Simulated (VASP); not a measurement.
# AlIn2N3 (Cmc2_1) in VASP: notebook

The runs below take AlIn2N3 through single point, with PBE.

All numbers are computed with VASP 6.6.1; they aren't measurements. Logs are shortened: lines on timing, memory, paths and dates and some standing lists are left out, and cuts for length are marked.

## 1. The cell of the first run

Symmetry: Cmc2_1, No. 36, orthorhombic system. Conventional cell: a = 10.484 Å, b = 6.037 Å, c = 5.614 Å, α = 90.00°, β = 90.00°, γ = 90.00°. Within 2.6 Å of Al (site symmetry m) lie 4 N at 1.94 to 1.96 Å. Within 2.9 Å of In (site symmetry 1) lie 4 N at 2.22 to 2.23 Å. N (site symmetry 1) has 1 Al at 1.94 Å and 3 In at 2.22 to 2.23 Å within 2.6 Å. N (site symmetry m) has 2 Al at 1.95 to 1.96 Å and 2 In at 2.23 Å within 2.6 Å.

## 2. Single point, PBE (14.81 Å³/atom)

INCAR

```
PREC = Accurate
ENCUT = 520
EDIFF = 1E-7
ISMEAR = 0
SIGMA = 0.02
LREAL = False
LASPH = True
NELM = 100
ALGO = Normal
ISIF = 2
LWAVE = False
LCHARG = False
GGA = PE
NBANDS = 56
```

KPOINTS

```
Automatic mesh
0
Gamma
  6 6 6
```

POSCAR

```
AlIn2N3
1.0
    5.2421374427     -3.0185065845      0.0000000000
    5.2421374427      3.0185065845      0.0000000000
    0.0000000000      0.0000000000      5.6142656054
Al In N
2 4 6
Direct
    0.3416283204      0.6583716796      0.9891229415
    0.6583716796      0.3416283204      0.4891229415
    0.9893470475      0.3347741806      0.9878197929
    0.6652258194      0.0106529525      0.9878197929
    0.0106529525      0.6652258194      0.4878197929
    0.3347741806      0.9893470475      0.4878197929
    0.9684957991      0.3334427357      0.3847775751
    0.6665572643      0.0315042009      0.3847775751
    0.0315042009      0.6665572643      0.8847775751
    0.3334427357      0.9684957991      0.8847775751
    0.3677328912      0.6322671088      0.3376823224
    0.6322671088      0.3677328912      0.8376823224
```

Potentials or basis: VASP PAW PBE potentials, release 64 (Al, In_d, N).

Command:

```
$ cat potpaw_PBE.64/Al/POTCAR potpaw_PBE.64/In_d/POTCAR potpaw_PBE.64/N/POTCAR > POTCAR
$ mpirun -np 1 vasp_std > vasp.out
```

OUTCAR:

```text
PREC = Accurate
   ENCUT = 520
   EDIFF = 1E-7
   ISMEAR = 0
   LREAL = False
   LASPH = True
   NELM = 100
   ISIF = 2
   GGA = PE

 ion  position               nearest neighbor table
   1  0.342  0.658  0.989-   9 1.94  10 1.94  12 1.95  11 1.96   3 3.39   4 3.39   6 3.43   5 3.43
                             6 3.44   5 3.44   3 3.54   4 3.54   3 3.54   4 3.54
   2  0.658  0.342  0.489-   7 1.94   8 1.94  11 1.95  12 1.96   6 3.39   5 3.39   4 3.43   3 3.43
                             4 3.44   3 3.44   5 3.54   6 3.54   5 3.54   6 3.54
   3  0.989  0.335  0.988-   9 2.22  10 2.22  12 2.23   7 2.23   1 3.39   4 3.40   2 3.43   2 3.44
                             5 3.49   5 3.49   6 3.50   6 3.50   4 3.54   4 3.54   1 3.54   1 3.54
   4  0.665  0.011  0.988-  10 2.22   9 2.22  12 2.23   8 2.23   1 3.39   3 3.40   2 3.43   2 3.44
                             6 3.49   6 3.49   5 3.50   5 3.50   3 3.54   3 3.54   1 3.54   1 3.54
   5  0.011  0.665  0.488-   7 2.22   8 2.22  11 2.23   9 2.23   2 3.39   6 3.40   1 3.43   1 3.44
                             3 3.49   3 3.49   4 3.50   4 3.50   6 3.54   6 3.54   2 3.54   2 3.54
   6  0.335  0.989  0.488-   8 2.22   7 2.22  11 2.23  10 2.23   2 3.39   5 3.40   1 3.43   1 3.44
                             4 3.49   4 3.49   3 3.50   3 3.50   5 3.54   5 3.54   2 3.54   2 3.54
   7  0.968  0.333  0.385-   2 1.94   5 2.22   6 2.22   3 2.23
   8  0.667  0.032  0.385-   2 1.94   6 2.22   5 2.22   4 2.23
   9  0.032  0.667  0.885-   1 1.94   3 2.22   4 2.22   5 2.23
  10  0.333  0.968  0.885-   1 1.94   4 2.22   3 2.22   6 2.23
  11  0.368  0.632  0.338-   2 1.95   1 1.96   5 2.23   6 2.23
  12  0.632  0.368  0.838-   1 1.95   2 1.96   3 2.23   4 2.23

  LATTYP: Found a base centered orthorhombic cell.
 ALAT       =     6.0370131690
 B/A-ratio  =     1.7366658962
 C/A-ratio  =     0.9299740531

  Lattice vectors:

 A1 = (  -5.2421374427,  -3.0185065845,   0.0000000000)
 A2 = (   5.2421374427,  -3.0185065845,   0.0000000000)
 A3 = (   0.0000000000,   0.0000000000,   5.6142656054)

Analysis of symmetry for initial positions (statically):
=====================================================================
 Subroutine PRICEL returns:
 Original cell was already a primitive cell.

 Routine SETGRP: Setting up the symmetry group for a
 base centered orthorhombic supercell.

 Subroutine GETGRP returns: Found  4 space group operations
 (whereof  2 operations were pure point group operations)
 out of a pool of  8 trial point group operations.

The static configuration has the point symmetry C_1h.
 The point group associated with its full space group is C_2v.

Analysis of symmetry for dynamics (positions and initial velocities):
=====================================================================
 Subroutine PRICEL returns:
 Original cell was already a primitive cell.

 Routine SETGRP: Setting up the symmetry group for a
 base centered orthorhombic supercell.

 Subroutine GETGRP returns: Found  4 space group operations
 (whereof  2 operations were pure point group operations)
 out of a pool of  8 trial point group operations.

The dynamic configuration has the point symmetry C_1h.
 The point group associated with its full space group is C_2v.

 Subroutine INISYM returns: Found  4 space group operations
 (whereof  2 operations are pure point group operations),
 and found     1 'primitive' translations

----------------------------------------------------------------------------------------

                                     Primitive cell

  volume of cell :     177.6738

  direct lattice vectors                    reciprocal lattice vectors
     5.242137443 -3.018506584  0.000000000     0.095380941 -0.165644827  0.000000000
     5.242137443  3.018506584  0.000000000     0.095380941  0.165644827  0.000000000
     0.000000000  0.000000000  5.614265605     0.000000000  0.000000000  0.178117686

  length of vectors
     6.049081498  6.049081498  5.614265605     0.191143225  0.191143225  0.178117686

  position of ions in fractional coordinates (direct lattice)
     0.341628320  0.658371680  0.989122941
     0.658371680  0.341628320  0.489122941
     0.989347047  0.334774181  0.987819793
     0.665225819  0.010652953  0.987819793
     0.010652953  0.665225819  0.487819793
     0.334774181  0.989347047  0.487819793
     0.968495799  0.333442736  0.384777575
     0.666557264  0.031504201  0.384777575
     0.031504201  0.666557264  0.884777575
     0.333442736  0.968495799  0.884777575
     0.367732891  0.632267109  0.337682322
     0.632267109  0.367732891  0.837682322

  ion indices of the primitive-cell ions
   primitive index   ion index
                 1           1
                 2           2
                 3           3
                 4           4
                 5           5
                 6           6
                 7           7
                 8           8
                 9           9
[... 52 lines left out ...]
   ISTART =      0    job   : 0-new  1-cont  2-samecut
   ICHARG =      2    charge: 1-file 2-atom 10-const
   ISPIN  =      1    spin polarized calculation?
   LNONCOLLINEAR =      F non collinear calculations
   LSORBIT =      F    spin-orbit coupling
   LASPH  =      T    aspherical Exc in radial PAW
   ENCUT  =  520.0 eV  38.22 Ry    6.18 a.u.  11.25 11.25 10.44*2*pi/ulx,y,z
   NELM   =    100;   NELMIN=  2; NELMDL= -5     # of ELM steps
   EDIFF  = 0.1E-06   stopping-criterion for ELM
   LREAL  =      F    real-space projection
   EDIFFG = 0.1E-05   stopping-criterion for IOM
   NSW    =      0    number of steps for IOM
   IBRION =     -1    ionic relax: 0-MD 1-quasi-New 2-CG
   NFREE  =      0    steps in history (QN), initial steepest desc. (CG)
   ISIF   =      2    stress and relaxation
   ISYM   =      2    0-nonsym 1-usesym 2-fastsym
   POTIM  = 0.5000    time-step for ionic-motion
   TEBEG  =    0.0;   TEEND  =   0.0 temperature during run
   PSTRESS=    0.0 pullay stress
   NELECT =      88.0000    total number of electrons
   NUPDOWN=      -1.0000    fix difference up-down
   EMIN   =  10.00;   EMAX   =-10.00  energy-range for DOS
   EFERMI =   0.00;   METHOD = LEGACY
   ISMEAR =     0;   SIGMA  =   0.02  broadening in eV -4-tet -1-fermi 0-gaus
   EFERMI_NEDOS =   21; number of points for ismear=-14 and -15
   IALGO  =     38    algorithm
   IMIX   =      4    mixing-type and parameters
     AMIX     =   0.40;   BMIX     =  1.00
     AMIX_MAG =   1.60;   BMIX_MAG =  1.00
  volume/ion in A,a.u.               =      14.81        99.92
  Fermi-wavevector in a.u.,A,eV,Ry     =   1.295273  2.447711 22.826923  1.677731
  Thomas-Fermi vector in A             =   2.426803
   LORBIT       =      0    0 simple, 1 ext, 2 COOP (PROOUT), +10 PAW based schemes
   GGA     = PE    functional components
   LHFCALC =     F    Hartree Fock is set to
   AEXX    =    0.0000 exact exchange contribution
   IVDW    =     0    specifies the selected vdW correction
   LEPSILON=     F    determine dielectric tensor
   LRPA    =     F    only Hartree local field effects (RPA)
 non-spin polarized calculation
 Gauss-broadening in eV      SIGMA  =   0.02
  energy-cutoff  :      520.00
  volume of cell :      177.67
 maximum number of plane-waves:      4857
 NGX is ok and might be reduce to    48
   NGX = 23   NGY = 23   NGZ = 21

 number of electron      88.0000001 magnetization

 Free energy of the ion-electron system (eV)
  ---------------------------------------------------
  ext. energy  EPLUGINS =         0.00000000
  ---------------------------------------------------
  free energy    TOTEN  =       -72.17893323 eV

  energy without entropy =      -72.17893323  energy(sigma->0) =      -72.17893323

 E-fermi :   5.6515     XC(G=0): -10.4605

 val. band max:        5.5012904024   @ k =   0.0000   0.0000   0.0000
 cond. band min:       6.1335918767   @ k =   0.0000   0.0000   0.0000
 fundamental gap:      0.6323014743
 Fermi energy:         5.6514629397

 k-point     1 :       0.0000    0.0000    0.0000
  band No.  band energies     occupation
      1      -8.7065      2.00000
      2      -8.6218      2.00000
      3      -8.5458      2.00000
      4      -8.5388      2.00000
      5      -8.3809      2.00000
      6      -8.2308      2.00000
[... 1405 lines left out ...]
     55      13.3876      0.00000
     56      13.7140      0.00000

 [... further k-points ...]
[... 5 lines left out ...]
  --------------------------------------------------------------------------------------
  -------------------------------------------------------------------------------------
  Total       -8.1293648     -8.1188055     -8.0998679      0.0000000      0.0000000      0.0000000
  in kB      -73.3067070    -73.2114890    -73.0407188      0.0000000      0.0000000      0.0000000
  external PRESSURE =     -73.1863049 kB  Pullay stress =       0.0000000 kB

 VOLUME and BASIS-vectors are now :
 -----------------------------------------------------------------------------
  energy-cutoff  :      520.00
  volume of cell :      177.67
      direct lattice vectors                 reciprocal lattice vectors
     5.242137443 -3.018506584  0.000000000     0.095380941 -0.165644827  0.000000000
     5.242137443  3.018506584  0.000000000     0.095380941  0.165644827  0.000000000
     0.000000000  0.000000000  5.614265605     0.000000000  0.000000000  0.178117686

 POSITION                                       TOTAL-FORCE (eV/Angst)
 -----------------------------------------------------------------------------------
      5.24214      0.95609      5.55320         0.000000      0.002787     -0.010416
      5.24214     -0.95609      2.74607         0.000000     -0.002787     -0.010416
      6.94123     -1.97583      5.54588        -0.000677      0.001465     -0.002602
      3.54305     -1.97583      5.54588         0.000677      0.001465     -0.002602
      3.54305      1.97583      2.73875         0.000677     -0.001465     -0.002602
      6.94123      1.97583      2.73875        -0.000677     -0.001465     -0.002602
      6.82494     -1.91691      2.16024        -0.026725      0.016527      0.012958
      3.65933     -1.91691      2.16024         0.026725      0.016527      0.012958
      3.65933      1.91691      4.96738         0.026725     -0.016527      0.012958
      6.82494      1.91691      4.96738        -0.026725     -0.016527      0.012958
      5.24214      0.79850      1.89584         0.000000     -0.025986     -0.010295
      5.24214     -0.79850      4.70297         0.000000      0.025986     -0.010295
 -----------------------------------------------------------------------------------
    total drift:                                0.000000      0.000000      0.000241

  FREE ENERGIE OF THE ION-ELECTRON SYSTEM (eV)
  ---------------------------------------------------
  free  energy   TOTEN  =       -72.1789332261 eV

  energy  without entropy=      -72.1789332261  energy(sigma->0) =      -72.17893323
```

Run time: 10 min. Hardware: 1 thread of Intel Xeon Platinum 8559C (Emerald Rapids), shared host; peak memory 0.55 GiB.

What came out:

| Quantity | Value |
| --- | --- |
| Free energy | -72.1789 eV |
| Pressure | -7.3 GPa |
| Largest force | 0.034 eV/Å |
| Band gap on the k mesh | 0.63 eV |

Forces on the atoms (eV/Å):
```
Al   0.000  0.003 -0.010
Al   0.000 -0.003 -0.010
In  -0.001  0.001 -0.003
In   0.001  0.001 -0.003
In   0.001 -0.001 -0.003
In  -0.001 -0.001 -0.003
N   -0.027  0.017  0.013
N    0.027  0.017  0.013
N    0.027 -0.017  0.013
N   -0.027 -0.017  0.013
N    0.000 -0.026 -0.010
N    0.000  0.026 -0.010
```

Caveat: the cell stands under tension; semilocal functionals underestimate gaps, and a narrow one can read as zero; spin-orbit coupling is left out, which moves the levels of the heavy elements.

## 3. Single point, PBE

This run uses another cell than the first one, of 13.97 Å³/atom.

INCAR

```
SYSTEM = AlIn2N3
ALGO = Normal
EDIFF = 1E-6
ENCUT = 520
GGA = PE
ISIF = 2
ISMEAR = 0
LASPH = .TRUE.
LCHARG = .FALSE.
LREAL = .FALSE.
LWAVE = .FALSE.
NBANDS = 56
NELM = 60
PREC = Accurate
SIGMA = 0.02
```

KPOINTS

```
k-points
0
G
  6 6 6
  0 0 0
```

POSCAR

```
AlIn2N3
1.0
    5.1453312758     -2.9613842691      0.0000000000
    5.1453312758      2.9613842691      0.0000000000
    0.0000000000      0.0000000000      5.5002130701
Al In N
2 4 6
Direct
    0.3411420363      0.6588579637      0.9892213409
    0.6588579637      0.3411420363      0.4892213409
    0.9883762919      0.3354135966      0.9872496679
    0.6645864034      0.0116237081      0.9872496679
    0.0116237081      0.6645864034      0.4872496679
    0.3354135966      0.9883762919      0.4872496679
    0.9692138029      0.3329317552      0.3853874214
    0.6670682448      0.0307861971      0.3853874214
    0.0307861971      0.6670682448      0.8853874214
    0.3329317552      0.9692138029      0.8853874214
    0.3682931195      0.6317068805      0.3375044806
    0.6317068805      0.3682931195      0.8375044806
```

Potentials or basis: VASP PAW PBE potentials, release 64 (Al, In_d, N).

Command:

```
$ cat potpaw_PBE.64/Al/POTCAR potpaw_PBE.64/In_d/POTCAR potpaw_PBE.64/N/POTCAR > POTCAR
$ mpirun -np 1 vasp_std > vasp.out
```

Wall time 17 min (1 thread of Intel Xeon 8259CL, shared host); peak memory 0.55 GiB.

It converged, with:

```yaml
Free_energy: -72.4127 eV
Pressure: 0.1 GPa
Largest_force: 0.035 eV/Å
Band_gap_on_the_k_mesh: 0.88 eV
```

Forces on the atoms (eV/Å):
```
Al   0.000  0.001 -0.002
Al   0.000 -0.001 -0.002
In   0.000  0.000 -0.001
In   0.000  0.000 -0.001
In   0.000  0.000 -0.001
In   0.000  0.000 -0.001
N   -0.028  0.017  0.012
N    0.028  0.017  0.012
N    0.028 -0.017  0.012
N   -0.028 -0.017  0.012
N    0.000 -0.027 -0.019
N    0.000  0.027 -0.019
```

Levels at points of the mesh, in eV from the valence-band top:
```tsv
k point	band 41	band 42	band 43	band 44	band 45	band 46	band 47	band 48
(0.00, 0.00, 0.00)	-0.59	-0.05	-0.01	0.00	0.88	3.43	4.97	5.33
(0.50, 0.00, 0.00)	-0.74	-0.64	-0.60	-0.41	3.53	3.58	4.64	4.82
(0.50, 0.50, 0.00)	-0.76	-0.72	-0.48	-0.37	3.52	3.62	4.22	5.23
(0.00, 0.00, 0.50)	-0.32	-0.32	-0.23	-0.23	3.15	3.15	5.85	5.85
(0.50, 0.00, 0.50)	-0.96	-0.96	-0.88	-0.88	3.91	3.91	4.44	4.44
(0.50, 0.50, 0.50)	-1.00	-1.00	-0.71	-0.71	4.00	4.00	4.45	4.45
```

Caveat: spin-orbit coupling is left out, which moves the levels of the heavy elements.

## 4. Single point, PBE (equal strain along all axes, cell held: -3.0 %, then relaxed in part)

INCAR

```
ALGO = Normal ; EDIFF = 1E-6
ENCUT = 520 ; GGA = PE
ISIF = 2 ; ISMEAR = 0
LASPH = True ; LCHARG = True
LELF = True ; LREAL = False
LVHAR = True ; LWAVE = False
NBANDS = 56 ; NELM = 60
PREC = Accurate ; SIGMA = 0.02
```

KPOINTS

```
k-points
0
Gamma
  6 6 6
```

POSCAR

```
AlIn2N3
1.0
    4.9909713385     -2.8725427419      0.0000000000
    4.9909713385      2.8725427419      0.0000000000
    0.0000000000      0.0000000000      5.3352066812
Al In N
2 4 6
Direct
    0.3400090803      0.6599909197      0.9891441175
    0.6599909197      0.3400090803      0.4891441175
    0.9861156154      0.3368981198      0.9870017330
    0.6631018802      0.0138843846      0.9870017330
    0.0138843846      0.6631018802      0.4870017330
    0.3368981198      0.9861156154      0.4870017330
    0.9708258155      0.3315371706      0.3862730686
    0.6684628294      0.0291741845      0.3862730686
    0.0291741845      0.6684628294      0.8862730686
    0.3315371706      0.9708258155      0.8862730686
    0.3700593782      0.6299406218      0.3363062790
    0.6299406218      0.3700593782      0.8363062790
```

Command:

```
$ cat potpaw_PBE.64/Al/POTCAR potpaw_PBE.64/In_d/POTCAR potpaw_PBE.64/N/POTCAR > POTCAR
$ mpirun -np 1 vasp_std > vasp.out
```

Run time: 11 min. Hardware: 1 thread of Intel Xeon 8259CL, shared host; peak memory 0.52 GiB.

Results (log left out):

```
Free energy            : -71.7181 eV
Pressure               : 16.2 GPa
Largest force          : 0.036 eV/Å
Band gap on the k mesh : 1.26 eV
```

Forces on the atoms (eV/Å):
```
Al   0.000  0.001  0.000
Al   0.000 -0.001  0.000
In   0.002  0.001 -0.002
In  -0.002  0.001 -0.002
In  -0.002 -0.001 -0.002
In   0.002 -0.001 -0.002
N   -0.028  0.017  0.013
N    0.028  0.017  0.013
N    0.028 -0.017  0.013
N   -0.028 -0.017  0.013
N    0.000 -0.028 -0.023
N    0.000  0.028 -0.023
```

Stress tensor (GPa, compression positive):
```
16.48  0.00  0.00
 0.00 16.32  0.00
 0.00  0.00 15.74
```

Levels at points of the mesh, in eV from the valence-band top:
```
           k point  band 42  band 43  band 44  band 45  band 46  band 47
(0.00, 0.00, 0.00)    -0.08    -0.03     0.00     1.26     3.92     5.07
(0.50, 0.00, 0.00)    -0.70    -0.70    -0.46     3.93     3.99     5.10
(0.50, 0.50, 0.00)    -0.82    -0.56    -0.42     3.92     4.06     4.70
(0.00, 0.00, 0.50)    -0.36    -0.26    -0.26     3.57     3.57     6.29
(0.50, 0.00, 0.50)    -1.06    -0.99    -0.99     4.26     4.26     4.78
(0.50, 0.50, 0.50)    -1.10    -0.79    -0.79     4.26     4.26     4.90
```

Caveat: the cell differs from its parent crystal (equal strain along all axes, cell held: -3.0 %, then relaxed in part); the cell stands under pressure; spin-orbit coupling is left out, which moves the levels of the heavy elements.

## 5. Summary

| cell | gap on the mesh (eV) | pressure (GPa) | largest force (eV/Å) |
| --- | --- | --- | --- |
| a = 6.049, b = 6.049, c = 5.614 Å, angles 90.0, 90.0, 59.9°, 12 atoms, atomic positions A | 0.63 | -7.3 | 0.03 |
| a = 5.937, b = 5.937, c = 5.500 Å, angles 90.0, 90.0, 59.8°, 12 atoms, atomic positions B | 0.88 | 0.1 | 0.03 |
| a = 5.759, b = 5.759, c = 5.335 Å, angles 90.0, 90.0, 59.8°, 12 atoms, atomic positions C | 1.26 | 16.2 | 0.04 |

Alike in all rows: task single point; level PBE; potentials or basis VASP PAW PBE potentials, release 64 (Al, In_d, N); no spin polarisation; k mesh 6 × 6 × 6; cutoff (eV) 520; smearing gaussian 0.02 eV.

Caveats: spin-orbit coupling is left out, which moves the levels of the heavy elements; the cell stands under tension (at least some runs); semilocal functionals underestimate gaps, and a narrow one can read as zero (at least some runs); the cell stands under pressure (at least some runs).

Absolute energies hang on the potentials; compare differences alone.
